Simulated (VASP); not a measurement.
Write the native input for VASP 6.6.1 that does the following.

```yaml
Task: electric field gradients
Functional: PBE
Potentials_or_basis: VASP PAW PBE potentials, release 64 (Zn, O)
Cutoff: 520 eV
k_mesh: 11 × 11 × 6
Occupations: fermi-dirac, width 0.02 eV
Spin: no spin polarisation
Dipole_correction: no
Further_INCAR_settings: ALGO = Normal; EDIFF = 1e-08; NBANDS = 26
```

The structure of ZnO lies in POSCAR:

```
ZnO
1.0
    3.2493987239      0.0000000000      0.0000000000
   -1.6246993619      2.8140618419      0.0000000000
    0.0000000000      0.0000000000      5.0997240000
Zn O
2 2
Direct
    0.3333333333      0.6666666667      0.0000000000
    0.6666666667      0.3333333333      0.5000000000
    0.3333333333      0.6666666667      0.3821000000
    0.6666666667      0.3333333333      0.8821000000
```

This cell differs from its parent crystal: zz strain of -2 %.

The input as run:

INCAR

```
SYSTEM = ZnO
ALGO = Normal ; EDIFF = 1E-8
ENCUT = 520 ; GGA = PE
ISIF = 2 ; ISMEAR = -1
LASPH = .TRUE. ; LCHARG = .FALSE.
LEFG = .TRUE. ; LREAL = .FALSE.
LWAVE = .FALSE. ; NBANDS = 26
NELM = 80 ; PREC = Accurate
SIGMA = 0.02
```

KPOINTS

```
k-points
0
G
  11 11 6
  0 0 0
```

Potentials or basis: VASP PAW PBE potentials, release 64 (Zn, O).

Launch:

```bash
$ cat potpaw_PBE.64/Zn/POTCAR potpaw_PBE.64/O/POTCAR > POTCAR
$ mpirun -np 1 vasp_std > vasp.out
```

Results of the run:

```
Pressure               : 9.3 GPa
Largest force          : 0.195 eV/Å
Band gap on the k mesh : 0.84 eV, direct
```

Caveat: the cell differs from its parent crystal (zz strain of -2 %); without QUAD_EFG the Cq values of the log hold for a quadrupole moment of 1 mb, not for the nuclei.

Wall time 58 s on 1 thread of Intel(R) Xeon(R) Platinum 8124M CPU @ 3.00GHz (Skylake/Cascade Lake), on a shared host, peak memory 0.2 GiB.
